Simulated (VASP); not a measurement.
Input of a VASP 6.6.1 run:

Contents of INCAR:

```
SYSTEM = B3W
PREC = Accurate ; ENCUT = 600
EDIFF = 1E-6 ; ISMEAR = 0
SIGMA = 0.1 ; LREAL = .False.
LASPH = .True. ; NELM = 60
ALGO = Normal ; ISIF = 3
LWAVE = .False. ; LCHARG = .False.
GGA = PE ; IBRION = 2
NSW = 100 ; EDIFFG = -0.01
```

The input KPOINTS:

```
regular mesh
0
Gamma
  14 14 14
  0 0 0
```

Contents of POSCAR:

```
B3W
1.0
    3.2596512641      0.0000000000      0.0000000000
    0.0000000000      3.2596512641      0.0000000000
    0.0000000000      0.0000000000      3.2596512641
B W
3 1
Direct
    0.0000000000      0.5000000000      0.5000000000
    0.5000000000      0.0000000000      0.5000000000
    0.5000000000      0.5000000000      0.0000000000
    0.0000000000      0.0000000000      0.0000000000
```

Potentials or basis: VASP PAW PBE potentials, release 64 (B, W_sv).

Launch:

```console
$ cat potpaw_PBE.64/B/POTCAR potpaw_PBE.64/W_sv/POTCAR > POTCAR
$ mpirun -np 1 vasp_std > vasp.out
```

Question: What does it give for the space group after relaxing (to 0.1 Å)?

Answer: Pm-3m (No. 221).

Question: What does it give for the relaxed volume?

Answer: 8.69 Å³/atom.

Question: Estimate the relaxed cell.

Answer: a = 3.264 Å, b = 3.264 Å, c = 3.264 Å, α = 90.00°, β = 90.00°, γ = 90.00°.

Question: Estimate the band gap on the k mesh.

Answer: Zero (an odd number of electrons rules out a gap without spin polarisation).

Final structure:
```
B W
1.0
     3.26379    0.00000    0.00000
     0.00000    3.26379    0.00000
     0.00000    0.00000    3.26379
B W
3 1
Direct
  0.00000 0.50000 0.50000
  0.50000 0.00000 0.50000
  0.50000 0.50000 0.00000
  0.00000 0.00000 0.00000
```

Caveat: spin-orbit coupling is left out, which moves the levels of the heavy elements.
